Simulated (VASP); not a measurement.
Write the native input for VASP 6.6.1 that does the following.

```
Task                   : relaxation of cell and atoms
Functional             : LDA
Potentials or basis    : VASP PAW LDA potentials, release 64 (Ag)
Cutoff                 : 600 eV
k mesh                 : 5 × 5 × 5
Occupations            : fermi-dirac, width 0.1 eV
Spin                   : no spin polarisation
Dipole correction      : no
Further INCAR settings : ALGO = Normal; EDIFF = 1e-06; IBRION = 2; EDIFFG = -0.02; NSW = 80; ISIF = 3
```

The structure of Ag lies in POSCAR:

```
Ag
1.0
    3.9980869518      0.0000000000      0.0000000000
    0.0000000000      3.9980869518      0.0000000000
    0.0000000000      0.0000000000      3.9980869518
Ag
4
Direct
    0.0000000000      0.0000000000      0.0000000000
    0.0000000000      0.5000000000      0.5000000000
    0.5000000000      0.0000000000      0.5000000000
    0.5000000000      0.5000000000      0.0000000000
```

The input as run:

INCAR

```
ALGO = Normal
EDIFF = 1E-6
EDIFFG = -0.02
ENCUT = 600
IBRION = 2
ISIF = 3
ISMEAR = -1
LASPH = T
LCHARG = F
LREAL = F
LWAVE = F
NELM = 80
NSW = 80
PREC = Accurate
SIGMA = 0.1
```

KPOINTS

```
k-points
0
Gamma
  5 5 5
```

Potentials or basis: VASP PAW LDA potentials, release 64 (Ag).

Launch:

```bash
$ cat potpaw_LDA.64/Ag/POTCAR > POTCAR
$ mpirun -np 1 vasp_std > vasp.out
```

It gave:

* Relaxed volume: 16.13 Å³/atom
* Relaxed cell: a = 4.011 Å, b = 4.011 Å, c = 4.011 Å, α = 90.00°, β = 90.00°, γ = 90.00°
* Space group after relaxing (to 0.1 Å): Fm-3m (No. 225)
* Energy gained by relaxing: 0.7 meV/atom
* Ionic steps: 3
* Pressure after relaxing: 0.0 GPa
* Band gap on the k mesh: zero (bands 22 and 23 overlap by 1.85 eV)

Run time: 36 s on 1 thread of Intel Xeon 8259CL, with other jobs on the host, peak memory 0.16 GiB.
